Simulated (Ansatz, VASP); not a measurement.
One calculation of P, two programs

File POSCAR:

```
P
1.0
    1.6998393003      0.9814026776      3.0827348119
   -1.6998393003      0.9814026776      3.0827348119
    0.0000000000     -1.9628053552      3.0827348119
P
2
Direct
    0.2270802500      0.2270802500      0.2270802500
    0.7729197500      0.7729197500      0.7729197500
```

INCAR.step1

```
SYSTEM = P
ALGO     = Normal         ! electronic algorithm
EDIFF    = 1E-4           ! SCF threshold, eV
ENCUT    = 520            ! plane-wave cutoff, eV
GGA      = PE             ! functional
ISMEAR   = 0              ! smearing method
LASPH    = .True.         ! aspherical terms in the spheres
LCHARG   = .False.        ! write CHGCAR
LREAL    = .False.        ! projectors in reciprocal space
LWAVE    = .True.         ! write WAVECAR
NBANDS   = 12             ! bands
NELM     = 100            ! most SCF steps
PREC     = Accurate       ! precision mode
SIGMA    = 0.15           ! smearing width, eV
```

INCAR.step2

```
SYSTEM = P
ALGO     = Normal         ! electronic algorithm
EDIFF    = 1E-7           ! SCF threshold, eV
ENCUT    = 520            ! plane-wave cutoff, eV
ISIF     = 2              ! what is computed and relaxed
ISMEAR   = 0              ! smearing method
ISTART   = 1            
LASPH    = .True.         ! aspherical terms in the spheres
LCHARG   = .False.        ! write CHGCAR
LMIXTAU  = .True.       
LREAL    = .False.        ! projectors in reciprocal space
LWAVE    = .False.        ! write WAVECAR
METAGGA  = R2SCAN         ! meta-GGA
NBANDS   = 12             ! bands
NELM     = 100            ! most SCF steps
PREC     = Accurate       ! precision mode
SIGMA    = 0.15           ! smearing width, eV
```

Contents of KPOINTS:

```
k-points
0
Gamma
  18 18 18
  0 0 0
```

Input for Ansatz:

```yaml
crystal:
  lattice:
    - [1.6998393003, 0.9814026776, 3.0827348119]
    - [-1.6998393003, 0.9814026776, 3.0827348119]
    - [0.0, -1.9628053552, 3.0827348119]
  atoms:
    - { symbol: P, position: [0.22708025, 0.22708025, 0.22708025] }
    - { symbol: P, position: [0.77291975, 0.77291975, 0.77291975] }
basis:
  ecutwfc: 500
kpoints:
  mp_grid: { grid: [18, 18, 18] }
hamiltonian:
  xc: r2scan
scf:
  occupations: { method: gaussian, width: 0.15 }
output:
  forces: true
  stress: true
  eigenvalues: true
```

Change from the starting cell: strain -0.015 along x and y, -0.015 along z, atoms carried along.

Alike in both runs: task single point; functional r2SCAN; k mesh 18 × 18 × 18; occupations gaussian, width 0.15 eV; no spin polarisation.

|  | VASP | Ansatz |
| --- | --- | --- |
| version | VASP 6.6.1 | Ansatz 0.2.0 |
| potentials or method | VASP PAW PBE potentials, release 64 (P), cutoff 520 eV | scalar-relativistic, plane waves, PAW |
| valence electrons in the cell | 10 | 10 |

|  | VASP | Ansatz | Ansatz less VASP |
| --- | --- | --- | --- |
| gap on the k mesh at the Fermi level (eV) | none | none | - |
| pressure (GPa) | 4.7 | 5.3 | +0.63 |
| traceless stress, the component that is largest in VASP (GPa) | -1.76 | -1.96 | -0.197 |
| rms of the force components (eV/Å) | 0.174 | 0.229 | +0.0542 |

VASP's potentials were made for PBE, not for r2SCAN. Atom by atom the forces differ by 0.054 eV/Å (rms over components). A gap of «none» marks a metal or a gap that the smearing closes. The functional is the same, so the differences come from potentials, cutoffs and numerics.
